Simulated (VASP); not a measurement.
# ZrB (Fm-3m) in VASP: a series of runs

Runs on ZrB. Level: LDA. Tasks: relaxation of cell and atoms.

Everything below comes from runs of VASP 6.6.1. Logs are shortened: lines on timing, memory, paths and dates and some standing lists are left out, and cuts for length are marked.

## (1) The cell of the first run

It takes space group Fm-3m (No. 225, cubic). Conventional cell: a = 4.913 Å, b = 4.913 Å, c = 4.913 Å, α = 90.00°, β = 90.00°, γ = 90.00°. Within 3.2 Å of Zr (site symmetry m-3m) lie 6 B at 2.46 Å. B (site symmetry m-3m) has 6 Zr at 2.46 Å within 3.2 Å.

## (2) Relaxation of cell and atoms, LDA, target pressure 5 GPa, at which the enthalpy is minimised

INCAR

```
SYSTEM = ZrB
PREC = Accurate
ENCUT = 500
EDIFF = 1E-7
ISMEAR = 1
SIGMA = 0.1
LREAL = .False.
LASPH = .True.
NELM = 120
ALGO = Normal
ISIF = 3
LWAVE = .False.
LCHARG = .False.
GGA = CA
IBRION = 2
NSW = 50
EDIFFG = -0.05
PSTRESS = 50.0
GGA_COMPAT = .False.
NELMIN = 4
```

KPOINTS

```
regular mesh
0
Gamma
  12 12 12
  0 0 0
```

POSCAR

```
ZrB
1.0
    3.4737620000      0.0000000000      0.0000000000
    1.7368810000      3.0083661387      0.0000000000
    1.7368810000      1.0027887129      2.8363147960
Zr B
1 1
Direct
    0.5000000000      0.5000000000      0.5000000000
    0.0000000000      0.0000000000      0.0000000000
```

Potentials or basis: VASP PAW LDA potentials, release 64 (Zr_sv, B).

Run with:

```sh
$ cat potpaw_LDA.64/Zr_sv/POTCAR potpaw_LDA.64/B/POTCAR > POTCAR
$ mpirun -np 1 vasp_std > vasp.out
```

OUTCAR:

```text
SYSTEM = ZrB
   PREC = Accurate
   ENCUT = 500
   EDIFF = 1E-7
   ISMEAR = 1
   LREAL = .False.
   LASPH = .True.
   NELM = 120
   ISIF = 3
   GGA = CA
   IBRION = 2
   NSW = 50
   EDIFFG = -0.05
   PSTRESS = 50.0
   NELMIN = 4

 ion  position               nearest neighbor table
   1  0.500  0.500  0.500-   2 2.46   2 2.46   2 2.46   2 2.46   2 2.46   2 2.46
   2  0.000  0.000  0.000-   1 2.46   1 2.46   1 2.46   1 2.46   1 2.46   1 2.46

  LATTYP: Found a face centered cubic cell.
 ALAT       =     4.9126413329

  Lattice vectors:

 A1 = (   3.4737620000,   0.0000000000,   0.0000000000)
 A2 = (   1.7368810000,   3.0083661387,   0.0000000000)
 A3 = (   1.7368810000,   1.0027887129,   2.8363147960)

Analysis of symmetry for initial positions (statically):
=====================================================================
 Subroutine PRICEL returns:
 Original cell was already a primitive cell.

 Routine SETGRP: Setting up the symmetry group for a
 face centered cubic supercell.

 Subroutine GETGRP returns: Found 48 space group operations
 (whereof 48 operations were pure point group operations)
 out of a pool of 48 trial point group operations.

The static configuration has the point symmetry O_h .

Analysis of symmetry for dynamics (positions and initial velocities):
=====================================================================
 Subroutine PRICEL returns:
 Original cell was already a primitive cell.

 Routine SETGRP: Setting up the symmetry group for a
 face centered cubic supercell.

 Subroutine GETGRP returns: Found 48 space group operations
 (whereof 48 operations were pure point group operations)
 out of a pool of 48 trial point group operations.

The dynamic configuration has the point symmetry O_h .

 Subroutine INISYM returns: Found 48 space group operations
 (whereof 48 operations are pure point group operations),
 and found     1 'primitive' translations

----------------------------------------------------------------------------------------

                                     Primitive cell

  volume of cell :      29.6405

  direct lattice vectors                    reciprocal lattice vectors
     3.473762000  0.000000000  0.000000000     0.287872341 -0.166203174 -0.117523391
     1.736881000  3.008366139  0.000000000     0.000000000  0.332406347 -0.117523391
     1.736881000  1.002788713  2.836314796     0.000000000  0.000000000  0.352570174

  length of vectors
     3.473762000  3.473762000  3.473762000     0.352570174  0.352570174  0.352570174

  position of ions in fractional coordinates (direct lattice)
     0.500000000  0.500000000  0.500000000
     0.000000000  0.000000000  0.000000000

  ion indices of the primitive-cell ions
   primitive index   ion index
                 1           1
                 2           2

----------------------------------------------------------------------------------------

 KPOINTS: regular mesh

Automatic generation of k-mesh.
 Grid dimensions read from file:
 generate k-points for:   12   12   12

 Generating k-lattice:

  Cartesian coordinates                     Fractional coordinates (reciprocal lattice)
     0.023989362 -0.013850264 -0.009793616     0.083333333  0.000000000  0.000000000
     0.000000000  0.027700529 -0.009793616     0.000000000  0.083333333  0.000000000
     0.000000000  0.000000000  0.029380848     0.000000000  0.000000000  0.083333333

  Length of vectors
     0.029380848  0.029380848  0.029380848

  Shift w.r.t. Gamma in fractional coordinates (k-lattice)
     0.000000000  0.000000000  0.000000000

 Subroutine IBZKPT returns following result:
 ===========================================

 Found     72 irreducible k-points:

 Following reciprocal coordinates:
            Coordinates               Weight
  0.000000  0.000000  0.000000      1.000000
  0.083333  0.000000  0.000000      8.000000
  0.166667  0.000000 -0.000000      8.000000
  0.250000  0.000000 -0.000000      8.000000
  0.333333  0.000000 -0.000000      8.000000
  0.416667 -0.000000 -0.000000      8.000000
[... 16 lines left out ...]
  0.500000  0.166667 -0.000000     24.000000
 -0.416667  0.166667  0.000000     24.000000
 [... further k-points ...]
   k-points           NKPTS =     72   k-points in BZ     NKDIM =     72   number of bands    NBANDS=     11
   number of dos      NEDOS =    301   number of ions     NIONS =      2
   total plane-waves  NPLWV =  21952
   dimension x,y,z NGX =    28 NGY =   28 NGZ =   28
   dimension x,y,z NGXF=    56 NGYF=   56 NGZF=   56
   ions per type =               1   1
   NGX,Y,Z   is equivalent  to a cutoff of  13.40, 13.40, 13.40 a.u.
   NGXF,Y,Z  is equivalent  to a cutoff of  26.80, 26.80, 26.80 a.u.
 SYSTEM =  ZrB
   PREC   = accura    normal or accurate (medium, high low for compatibility)
   ISTART =      0    job   : 0-new  1-cont  2-samecut
   ICHARG =      2    charge: 1-file 2-atom 10-const
   ISPIN  =      1    spin polarized calculation?
   LNONCOLLINEAR =      F non collinear calculations
   LSORBIT =      F    spin-orbit coupling
   LASPH  =      T    aspherical Exc in radial PAW
   ENCUT  =  500.0 eV  36.75 Ry    6.06 a.u.   6.33  6.33  6.33*2*pi/ulx,y,z
   NELM   =    120;   NELMIN=  4; NELMDL= -5     # of ELM steps
   EDIFF  = 0.1E-06   stopping-criterion for ELM
   LREAL  =      F    real-space projection
   EDIFFG = -.5E-01   stopping-criterion for IOM
   NSW    =     50    number of steps for IOM
   IBRION =      2    ionic relax: 0-MD 1-quasi-New 2-CG
   NFREE  =      1    steps in history (QN), initial steepest desc. (CG)
   ISIF   =      3    stress and relaxation
   ISYM   =      2    0-nonsym 1-usesym 2-fastsym
   POTIM  = 0.5000    time-step for ionic-motion
   TEBEG  =    0.0;   TEEND  =   0.0 temperature during run
   PSTRESS=   50.0 pullay stress
   NELECT =      15.0000    total number of electrons
   NUPDOWN=      -1.0000    fix difference up-down
   EMIN   =  10.00;   EMAX   =-10.00  energy-range for DOS
   EFERMI =   0.00;   METHOD = LEGACY
   ISMEAR =     1;   SIGMA  =   0.10  broadening in eV -4-tet -1-fermi 0-gaus
   EFERMI_NEDOS =   21; number of points for ismear=-14 and -15
   IALGO  =     38    algorithm
   IMIX   =      4    mixing-type and parameters
     AMIX     =   0.40;   BMIX     =  1.00
     AMIX_MAG =   1.60;   BMIX_MAG =  1.00
  volume/ion in A,a.u.               =      14.82       100.01
  Fermi-wavevector in a.u.,A,eV,Ry     =   1.304598  2.465334 23.156804  1.701977
  Thomas-Fermi vector in A             =   2.435523
   LORBIT       =      0    0 simple, 1 ext, 2 COOP (PROOUT), +10 PAW based schemes
   GGA     = CA    functional components
   LHFCALC =     F    Hartree Fock is set to
   AEXX    =    0.0000 exact exchange contribution
   IVDW    =     0    specifies the selected vdW correction
   LEPSILON=     F    determine dielectric tensor
   LRPA    =     F    only Hartree local field effects (RPA)
 conjugate gradient relaxation of ions
 non-spin polarized calculation
 Methfessel and Paxton  Order N= 1 SIGMA  =   0.10
  energy-cutoff  :      500.00
  volume of cell :       29.64
 maximum number of plane-waves:       769
 NGX is ok and might be reduce to    28
   NGX = 13   NGY = 13   NGZ = 13

--------------------------------------- Ionic step        1  -------------------------------------------

 number of electron      15.0000000 magnetization

 Free energy of the ion-electron system (eV)
  ---------------------------------------------------
  ext. energy  EPLUGINS =         0.00000000
  ---------------------------------------------------
  free energy    TOTEN  =       -17.48912848 eV

  energy without entropy =      -17.48939588  energy(sigma->0) =      -17.48921761

------------------------ aborting loop because EDIFF is reached ----------------------------------------

  FORCE on cell =-STRESS in cart. coord.  units (eV):
  Direction    XX          YY          ZZ          XY          YZ          ZX
  --------------------------------------------------------------------------------------
  -------------------------------------------------------------------------------------
  Total       -1.4371593     -1.4371593     -1.4371593      0.0000000      0.0000000      0.0000000
  in kB      -77.6837753    -77.6837753    -77.6837753      0.0000000      0.0000000      0.0000000
  external PRESSURE =    -127.6837753 kB  Pullay stress =      50.0000000 kB

 VOLUME and BASIS-vectors are now :
 -----------------------------------------------------------------------------
  energy-cutoff  :      500.00
  volume of cell :       29.64
      direct lattice vectors                 reciprocal lattice vectors
     3.473762000  0.000000000  0.000000000     0.287872341 -0.166203174 -0.117523391
     1.736881000  3.008366139  0.000000000     0.000000000  0.332406347 -0.117523391
     1.736881000  1.002788713  2.836314796     0.000000000  0.000000000  0.352570174
[... 46 lines left out ...]
  FREE ENERGIE OF THE ION-ELECTRON SYSTEM (eV)
  ---------------------------------------------------
  free  energy   TOTEN  =       -17.2480922815 eV

  energy  without entropy=      -17.2470167851  energy(sigma->0) =      -17.24773378

  enthalpy is  TOTEN    =       -16.4723645870 eV   P V=        0.7757276945

--------------------------------------- Ionic step        3  -------------------------------------------

 number of electron      15.0000000 magnetization

 Free energy of the ion-electron system (eV)
  ---------------------------------------------------
  ext. energy  EPLUGINS =         0.00000000
  ---------------------------------------------------
  free energy    TOTEN  =       -17.51448042 eV

  energy without entropy =      -17.51419109  energy(sigma->0) =      -17.51438398

 E-fermi :   7.9664     XC(G=0): -11.9616

 val. band max:        7.9561819155   @ k =   0.5000   0.2500  -0.0000
 cond. band min:       8.0370771528   @ k =   0.3333   0.1667   0.0833
 fundamental gap:      0.0808952373
 Fermi energy:         7.9663766853

 k-point     1 :       0.0000    0.0000    0.0000
  band No.  band energies     occupation
      1     -38.9237      2.00000
      2     -16.8706      2.00000
      3     -16.8706      2.00000
      4     -16.8706      2.00000
      5      -0.0833      2.00000
      6       9.7517     -0.00000
      7       9.7517     -0.00000
      8       9.7517     -0.00000
      9      11.3389      0.00000
     10      11.3389      0.00000
     11      11.5647      0.00000

 k-point     2 :       0.0833    0.0000    0.0000
  band No.  band energies     occupation
      1     -38.9183      2.00000
      2     -16.9205      2.00000
      3     -16.8755      2.00000
      4     -16.8755      2.00000
      5       0.0859      2.00000
      6       9.2382     -0.00000
      7       9.6162     -0.00000
      8       9.6162     -0.00000
      9      10.4191      0.00000
     10      10.4191      0.00000
     11      11.8080      0.00000
[... 295 lines left out ...]
 k-point    24 :      -0.4167    0.1667    0.0000
  band No.  band energies     occupation
      1     -38.8339      2.00000
      2     -17.5049      2.00000
      3     -17.0748      2.00000
      4     -16.9695      2.00000
      5       3.5796      2.00000
      6       4.6765      2.00000
      7       6.9696      2.00000
      8       7.0434      2.00000
      9      12.7287      0.00000
     10      12.8464      0.00000
     11      14.0470      0.00000

 [... further k-points ...]
[... 5 lines left out ...]
  --------------------------------------------------------------------------------------
  -------------------------------------------------------------------------------------
  Total        0.7950390      0.7950390      0.7950390      0.0000000     -0.0000000      0.0000000
  in kB       46.2322135     46.2322135     46.2322135      0.0000000     -0.0000000      0.0000000
  external PRESSURE =      -3.7677865 kB  Pullay stress =      50.0000000 kB

 VOLUME and BASIS-vectors are now :
 -----------------------------------------------------------------------------
  energy-cutoff  :      500.00
  volume of cell :       27.55
      direct lattice vectors                 reciprocal lattice vectors
     3.390182680  0.000000000  0.000000000     0.294969355 -0.170300637 -0.120420735
     1.695091340  2.935984325  0.000000000    -0.000000000  0.340601274 -0.120420735
     1.695091340  0.978661442  2.768072567    -0.000000000 -0.000000000  0.361262205

 POSITION                                       TOTAL-FORCE (eV/Angst)
 -----------------------------------------------------------------------------------
      3.39018      1.95732      1.38404         0.000000      0.000000      0.000000
      0.00000      0.00000      0.00000        -0.000000     -0.000000      0.000000
 -----------------------------------------------------------------------------------
    total drift:                                0.000000      0.000000      0.000000

  FREE ENERGIE OF THE ION-ELECTRON SYSTEM (eV)
  ---------------------------------------------------
  free  energy   TOTEN  =       -17.5144804179 eV

  energy  without entropy=      -17.5141910914  energy(sigma->0) =      -17.51438398

  enthalpy is  TOTEN    =       -16.6546481751 eV   P V=        0.8598322428

 reached required accuracy - stopping structural energy minimisation
```

Run time: 27 s. Hardware: 1 thread of Intel Xeon 6975P-C (Granite Rapids), shared host; peak memory 0.16 GiB.

What came out:

```yaml
Free_energy: -17.5145 eV
Relaxed_volume: 13.78 Å³/atom
Relaxed_cell: a = 3.390 Å, b = 3.390 Å, c = 3.390 Å, α = 60.00°, β = 60.00°, γ = 60.00°
Space_group_after_relaxing_to_0.05_Å: Fm-3m (No. 225)
Energy_change_on_relaxing_the_enthalpy_is_what_falls: -12.7 meV/atom
Ionic_steps: 3
Pressure_after_relaxing: 4.6 GPa
```

Step by step:
| step | energy change (eV) | largest force (eV/Å) | pressure (GPa) | volume (Å³) |
| --- | --- | --- | --- | --- |
| 1 | 0.0000 | 0.0000 | -7.77 | 29.64 |
| 2 | 0.2410 | 0.0000 | 28.94 | 24.86 |
| 3 | -0.0254 | 0.0000 | 4.62 | 27.55 |

Final structure:
```
CELL_PARAMETERS angstrom
3.39018 0.00000 0.00000
1.69509 2.93598 0.00000
1.69509 0.97866 2.76807
ATOMIC_POSITIONS crystal
Zr 0.50000 0.50000 0.50000
B 0.00000 0.00000 0.00000
```

Caveat: the cell is relaxed towards a set pressure, so the enthalpy falls and the energy may rise.

## (3) Relaxation of cell and atoms, LDA, target pressure 10 GPa, at which the enthalpy is minimised

INCAR

```
  PREC = Accurate
  ENCUT = 500
  EDIFF = 1E-7
  ISMEAR = 1
  SIGMA = 0.1
  LREAL = False
  LASPH = True
  NELM = 120
  ALGO = Normal
  ISIF = 3
  LWAVE = False
  LCHARG = False
  IBRION = 2
  NSW = 50
  EDIFFG = -0.05
  PSTRESS = 100.0
  GGA_COMPAT = False
  NELMIN = 4
```

KPOINTS

```
regular mesh
0
Gamma
  12 12 12
```

POSCAR is that of step 2.

Potentials or basis: VASP PAW LDA potentials, release 64 (Zr_sv, B).

Run with:

```sh
$ cat potpaw_LDA.64/Zr_sv/POTCAR potpaw_LDA.64/B/POTCAR > POTCAR
$ mpirun -np 1 vasp_std > vasp.out
```

Run time: 36 s. Hardware: 1 thread of Intel Xeon 6975P-C (Granite Rapids), shared host; peak memory 0.16 GiB.

The run converged. Its results:

| Property | Result |
| --- | --- |
| Free energy | -17.4831 eV |
| Relaxed volume | 13.43 Å³/atom |
| Relaxed cell | a = 3.361 Å, b = 3.361 Å, c = 3.361 Å, α = 60.00°, β = 60.00°, γ = 60.00° |
| Space group after relaxing (to 0.05 Å) | Fm-3m (No. 225) |
| Energy change on relaxing (the enthalpy is what falls) | +3.0 meV/atom |
| Ionic steps | 4 |
| Pressure after relaxing | 9.9 GPa |

The path:
```tsv
step	energy change (eV)	largest force (eV/Å)	pressure (GPa)	volume (Å³)
1	0.0000	0.0000	-7.77	29.64
2	0.6679	0.0000	51.53	23.13
3	0.0001	0.0000	9.09	26.95
4	0.0060	0.0000	9.88	26.85
```

Final structure:
```
Zr B
1.0
     3.36127    0.00000    0.00000
     1.68064    2.91095    0.00000
     1.68064    0.97032    2.74447
Zr B
1 1
Direct
  0.50000 0.50000 0.50000
  0.00000 0.00000 0.00000
```

Levels at points of the mesh, in eV from the Fermi level:
```csv
k point,band 6,band 7,band 8,band 9,band 10,band 11
"(0.00, 0.00, 0.00)",1.81,1.81,1.81,3.46,3.46,3.66
"(0.50, 0.00, 0.00)",-3.70,-1.30,-1.30,5.32,5.32,6.77
"(0.50, 0.50, 0.00)",-0.98,-0.47,2.35,2.35,5.08,6.37
```

Caveat: the cell is relaxed towards a set pressure, so the enthalpy falls and the energy may rise.

## (4) Relaxation of cell and atoms, LDA, target pressure 20 GPa, at which the enthalpy is minimised

INCAR

```
SYSTEM = ZrB
PREC = Accurate
ENCUT = 500
EDIFF = 1E-7
ISMEAR = 1
SIGMA = 0.1
LREAL = .FALSE.
LASPH = .TRUE.
NELM = 120
ALGO = Normal
ISIF = 3
LWAVE = .FALSE.
LCHARG = .FALSE.
GGA = CA
IBRION = 2
NSW = 50
EDIFFG = -0.05
PSTRESS = 200.0
GGA_COMPAT = .FALSE.
NELMIN = 4
```

KPOINTS

```
Automatic mesh
0
G
  12 12 12
  0 0 0
```

POSCAR is that of step 3.

Run with:

```sh
$ cat potpaw_LDA.64/Zr_sv/POTCAR potpaw_LDA.64/B/POTCAR > POTCAR
$ mpirun -np 1 vasp_std > vasp.out
```

Run time: 36 s. Hardware: 1 thread of Intel Xeon 6975P-C (Granite Rapids), shared host; peak memory 0.16 GiB.

Results (log left out):

```
Free energy                                            : -17.3840 eV
Relaxed volume                                         : 12.88 Å³/atom
Relaxed cell                                           : a = 3.315 Å, b = 3.315 Å, c = 3.315 Å, α = 60.00°, β = 60.00°, γ = 60.00°
Space group after relaxing (to 0.05 Å)                 : Fm-3m (No. 225)
Energy change on relaxing (the enthalpy is what falls) : +52.6 meV/atom
Ionic steps                                            : 4
Pressure after relaxing                                : 19.5 GPa
```

Step by step:
| step | energy change (eV) | largest force (eV/Å) | pressure (GPa) | volume (Å³) |
| --- | --- | --- | --- | --- |
| 1 | 0.0000 | 0.0000 | -7.77 | 29.64 |
| 2 | 2.2585 | 0.0000 | 113.36 | 19.93 |
| 3 | 0.0733 | 0.0000 | 16.84 | 26.04 |
| 4 | 0.1051 | 0.0000 | 19.49 | 25.76 |

Final structure:
```xyz
2
Lattice="3.3151 0.0000 0.0000 1.6575 2.8709 0.0000 1.6575 0.9570 2.7067" Properties=species:S:1:pos:R:3 pbc="T T T"
Zr    3.3151    1.9140    1.3534
B     0.0000    0.0000    0.0000
```

Levels at points of the mesh, in eV from the Fermi level:
```csv
k point,band 4,band 5,band 6,band 7,band 8,band 9,band 10,band 11
"(0.00, 0.00, 0.00)",-24.52,-8.17,1.85,1.85,1.85,3.60,3.75,3.75
"(0.50, 0.00, 0.00)",-24.61,-4.12,-3.54,-1.37,-1.37,5.56,5.56,7.10
"(0.50, 0.50, 0.00)",-24.83,-6.31,-1.09,-0.33,2.48,2.48,5.32,6.68
```

Caveat: the cell is relaxed towards a set pressure, so the enthalpy falls and the energy may rise.

## (5) The runs side by side

| cell | gap on the mesh (eV) | pressure (GPa) |
| --- | --- | --- |
| relaxed to 5 GPa | none | 4.6 |
| relaxed to 10 GPa | none | 9.9 |
| relaxed to 20 GPa | none | 19.5 |

Alike in all rows: task relaxation of cell and atoms; level LDA; potentials or basis VASP PAW LDA potentials, release 64 (Zr_sv, B); no spin polarisation; k mesh 12 × 12 × 12; cutoff (eV) 500; smearing methfessel-paxton 0.1 eV.

Caveats: the cell is relaxed towards a set pressure, so the enthalpy falls and the energy may rise.

Total energies depend on the potentials used, so only differences within one code and one set of settings carry meaning.
